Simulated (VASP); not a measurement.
Here is a VASP 6.6.1 calculation.

Contents of INCAR:

```
SYSTEM = CsNdBr4
  PREC = Accurate
  ENCUT = 500
  EDIFF = 1E-6
  ISMEAR = 0
  SIGMA = 0.1
  LREAL = .False.
  LASPH = .True.
  NELM = 200
  ALGO = Normal
  ISIF = 2
  LWAVE = .False.
  LCHARG = .True.
  GGA = PE
  LELF = .True.
  LVHAR = .True.
  NBANDS = 33
  GGA_COMPAT = .False.
  LMAXMIX = 6
```

The input KPOINTS:

```
Automatic mesh
0
Gamma
  4 4 2
  0 0 0
```

POSCAR

```
CsNdBr4
1.0
    4.8817915600      0.0000000000      0.0000000000
    0.0000000000      4.8817915600      0.0000000000
    0.0000000000      0.0000000000      8.1800073500
Cs Nd Br
1 1 4
Direct
    0.5000000000      0.5000000000      0.5000000000
    0.0000000000      0.0000000000      0.0000000000
    0.0000000000      0.0000000000      0.5993260100
    0.5000000000      0.5000000000      0.0993470000
    0.5000000000      0.5000000000      0.9006530000
    0.0000000000      0.0000000000      0.4006739900
```

Potentials or basis: VASP PAW PBE potentials, release 64 (Cs_sv, Nd_3, Br), 4f in core.

Command:

```sh
$ cat potpaw_PBE.64/Cs_sv/POTCAR potpaw_PBE.64/Nd_3/POTCAR potpaw_PBE.64/Br/POTCAR > POTCAR
$ mpirun -np 1 vasp_std > vasp.out
```

(1) What does it give for the band gap on the k mesh?

(2) Predict the pressure.

(3) Estimate the largest force.

Results:

(1) zero (bands 24 and 25 overlap by 1.24 eV).

(2) 49.7 GPa.

(3) 55.900 eV/Å.

Caveat: the k points lie up to 0.38 Å⁻¹ apart, too coarse for converged energies and pressures of a metal; atoms lie so close that the PAW spheres overlap strongly, which falsifies energies and pressures; spin-orbit coupling is left out, which moves the levels of the heavy elements; the 4f electrons are frozen in the core, so they carry no moment and show no levels; the run has no spin polarisation, though such a crystal can be magnetic; forces of over 1 eV/Å act on the atoms, so gaps and moduli don't describe the material at rest.
